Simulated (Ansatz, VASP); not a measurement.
## Two plane-wave programs on C

```
C
1.0
     2.52541    0.00000    0.00000
     0.00000    2.52541    0.00000
     0.00000    0.00000   25.71443
C
13
Direct
  0.00000 0.00000 0.29476
  0.50000 0.00000 0.32535
  0.50000 0.50000 0.36141
  0.00000 0.50000 0.39571
  0.00000 0.00000 0.43057
  0.50000 0.00000 0.46526
  0.50000 0.50000 0.50000
  0.00000 0.50000 0.53474
  0.00000 0.00000 0.56943
  0.50000 0.00000 0.60429
  0.50000 0.50000 0.63859
  0.00000 0.50000 0.67465
  0.00000 0.00000 0.70524
```

Alike in both runs: functional PBE; k mesh 10 × 10 × 1; occupations gaussian, width 0.05 eV; no spin polarisation.

Ansatz relaxed the structure, and its values are those at the end. VASP's run is a single point on that final structure, the one shown.

|  | VASP | Ansatz |
| --- | --- | --- |
| version | VASP 6.6.1 | Ansatz 0.2.0 |
| potentials or method | VASP PAW PBE potentials, release 64 (C), cutoff 520 eV | scalar-relativistic, plane waves, PAW |
| valence electrons in the cell | 52 | 52 |

VASP gave:

```
gap on the k mesh at the Fermi level (eV)  : none
rms of the force components (eV/Å)         : 0.011
work function, face that differs most (eV) : 7.26
```

Task: Which values does Ansatz return?

Result: gap on the k mesh at the Fermi level (eV): none; rms of the force components (eV/Å): 0.000; work function, face that differs most (eV): 7.26.

A gap of «none» marks a metal or a gap that the smearing closes. With one functional, cell and mesh, what is left measures potentials, basis and numerics. Ansatz's warnings: xc potential rough in thin density.
